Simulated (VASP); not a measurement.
Wanted: the native input for a VASP 6.6.1 run.

```
Task                   : single point
Functional             : LDA
Potentials or basis    : VASP PAW LDA potentials, release 64 (Sr_sv, Te)
Cutoff                 : 500 eV
k mesh                 : 4 × 4 × 4
Occupations            : gaussian, width 0.01 eV
Spin                   : no spin polarisation
Dipole correction      : no
Further INCAR settings : ALGO = Normal; EDIFF = 1e-06; NBANDS = 15
```

The structure of SrTe lies in POSCAR:

```
SrTe
1.0
    0.0000000000      3.3527582064      3.3527582064
    3.3527582064      0.0000000000      3.3527582064
    3.3527582064      3.3527582064      0.0000000000
Sr Te
1 1
Direct
    0.0000000000      0.0000000000      0.0000000000
    0.5000000000      0.5000000000      0.5000000000
```

These files were run (other wordings do the same):

INCAR

```
SYSTEM = SrTe
  PREC = Accurate
  ENCUT = 500
  EDIFF = 1E-6
  ISMEAR = 0
  SIGMA = 0.01
  LREAL = .False.
  LASPH = .True.
  NELM = 120
  ALGO = Normal
  ISIF = 2
  LWAVE = .False.
  LCHARG = .True.
  GGA = CA
  LELF = .True.
  LVHAR = .True.
  NBANDS = 15
  GGA_COMPAT = .False.
```

KPOINTS

```
Automatic mesh
0
Gamma
  4 4 4
  0 0 0
```

Potentials or basis: VASP PAW LDA potentials, release 64 (Sr_sv, Te).

Command:

```bash
$ cat potpaw_LDA.64/Sr_sv/POTCAR potpaw_LDA.64/Te/POTCAR > POTCAR
$ mpirun -np 1 vasp_std > vasp.out
```

Results of the run:

| Quantity | Value |
| --- | --- |
| Pressure | -2.5 GPa |
| Band gap on the k mesh | 1.61 eV, indirect (least direct gap 2.35 eV) |

Caveat: spin-orbit coupling is left out, which moves the levels of the heavy elements.

Run time: 5.7 s on 1 thread of AMD EPYC 9R45 96-Core Processor (Zen 5), on a shared host, peak memory 0.14 GiB.
